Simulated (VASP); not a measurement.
A run of VASP 6.6.1 is set up as follows.

Contents of INCAR:

```
SYSTEM = LaHg2
PREC = Accurate
ENCUT = 520
EDIFF = 1E-6
ISMEAR = -1
SIGMA = 0.05
LREAL = .False.
LASPH = .True.
NELM = 80
ALGO = Normal
ISIF = 2
LWAVE = .False.
LCHARG = .True.
GGA = CA
LELF = .True.
LVHAR = .True.
NBANDS = 24
```

Contents of KPOINTS:

```
Automatic mesh
0
Gamma
  7 7 8
  0 0 0
```

Contents of POSCAR:

```
LaHg2
1.0
    4.9580000000      0.0000000000      0.0000000000
   -2.4790000000      4.2937539520      0.0000000000
    0.0000000000      0.0000000000      3.6400000000
La Hg
1 2
Direct
    0.0000000000      0.0000000000      0.0000000000
    0.2933333333      0.6466666667      0.5000000000
    0.7066666667      0.3533333333      0.5000000000
```

Potentials or basis: VASP PAW LDA potentials, release 64 (La, Hg).

Launch:

```sh
$ cat potpaw_LDA.64/La/POTCAR potpaw_LDA.64/Hg/POTCAR > POTCAR
$ mpirun -np 1 vasp_std > vasp.out
```

Problem. What does it give for the band gap on the k mesh?

Solution. Zero (an odd number of electrons rules out a gap without spin polarisation).

Problem. What does it give for the largest force?

Solution. 3.031 eV/Å.

Forces on the atoms (eV/Å):
```
La   0.000  0.000  0.000
Hg   2.625  1.516  0.000
Hg  -2.625 -1.516  0.000
```

Caveat: the cell differs from its parent crystal (shortest bond scaled by 0.88); spin-orbit coupling is left out, which moves the levels of the heavy elements; forces of over 1 eV/Å act on the atoms, so gaps and moduli don't describe the material at rest.
